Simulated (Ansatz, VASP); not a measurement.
# Two plane-wave programs on CrAgO2

```xyz
4
Lattice="1.4925 0.8617 6.1700 -1.4925 0.8617 6.1700 0.0000 -1.7234 6.1700" Properties=species:S:1:pos:R:3 pbc="T T T"
Cr    0.0000    0.0000    9.2550
Ag    0.0000    0.0000    0.0000
O     0.0000    0.0000    2.0713
O     0.0000    0.0000   16.4387
```

Alike in both runs: task single point; functional LDA; k mesh 7 × 7 × 7; occupations gaussian, width 0.05 eV; collinear spin; Hubbard terms Cr d U = 6.0 eV, J = 0.7 eV.

|  | VASP | Ansatz |
| --- | --- | --- |
| version | VASP 6.6.1 | Ansatz 0.2.0 |
| potentials or method | VASP PAW LDA potentials, release 64 (Cr_pv, Ag, O), cutoff 520 eV | scalar-relativistic, plane waves, PAW |
| valence electrons in the cell | 35 | 45 |

|  | VASP | Ansatz | Ansatz less VASP |
| --- | --- | --- | --- |
| gap on the k mesh at the Fermi level (eV) | 1.84 | 1.79 | -0.054 |
| least direct gap on the mesh (eV) | 2.82 | 2.68 | -0.142 |
| pressure (GPa) | -3.6 | -5.9 | -2.26 |
| traceless stress, the component that is largest in VASP (GPa) | -3.24 | -3.18 | +0.060 |
| rms of the force components (eV/Å) | 0.016 | 0.116 | +0.1004 |
| net moment per atom (μB) | 0.75 | 0.75 | 0.000 |
| size of the moment on the site where the two differ most (μB) | 2.92 | 2.47 | -0.447 |

LDA's correlation is that of Perdew and Zunger in VASP and of Perdew and Wang (1992) in Ansatz. Site moments also hang on the region over which each program counts them. The programs project onto different local orbitals, so the same U acts differently, and such runs can settle in different states. Atom by atom the forces differ by 0.100 eV/Å (rms over components). VASP's potentials hold 35 valence electrons a cell and Ansatz's 45, so a difference there can come from the potentials and not from the codes.
